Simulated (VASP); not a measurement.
Runs of VASP 6.6.1 on Sb. The structure is that of space group P4/mmm (No. 123), or close to it. The cells are those of the table. 

| cell | gap on the mesh (eV) | pressure (GPa) |
| --- | --- | --- |
| a = 3.413, b = 3.413, c = 3.160 Å, 1 atom | none | -7.8 |
| a = 2.907, b = 2.907, c = 3.160 Å, 1 atom | none | 8.7 |
| a = 3.160, b = 3.160, c = 3.413 Å, 1 atom | none | -5.9 |
| a = 3.413, b = 3.413, c = 3.034 Å, 1 atom | none | (b) |
| a = 3.160, b = 3.160, c = 2.907 Å, 1 atom | none | 1.8 |
| a = 3.413, b = 3.413, c = 2.907 Å, 1 atom | none | -3.9 |
| a = 2.907, b = 2.907, c = 3.413 Å, 1 atom | none | (a) |
| a = 2.907, b = 2.907, c = 3.286 Å, 1 atom | none | 6.2 |

Alike in all rows: task single point; level r2SCAN; potentials or basis VASP PAW PBE potentials, release 64 (Sb); no spin polarisation; k mesh 16 × 16 × 16; cutoff (eV) 520; smearing gaussian 0.15 eV.

**Question.** Fill in the values left out.

**Answer.** (a) 4.5; (b) -6.3.

Caveats: the PAW data sets were made with another functional, which shifts forces and pressure a little; spin-orbit coupling is left out, which moves the levels of the heavy elements; the cell stands under tension (at least some runs); the cell stands under pressure (at least some runs).

A k mesh can miss the band edges, and the runs leave out spin-orbit coupling on Sb.

A gap of «none» marks levels without a gap at the run's occupations.
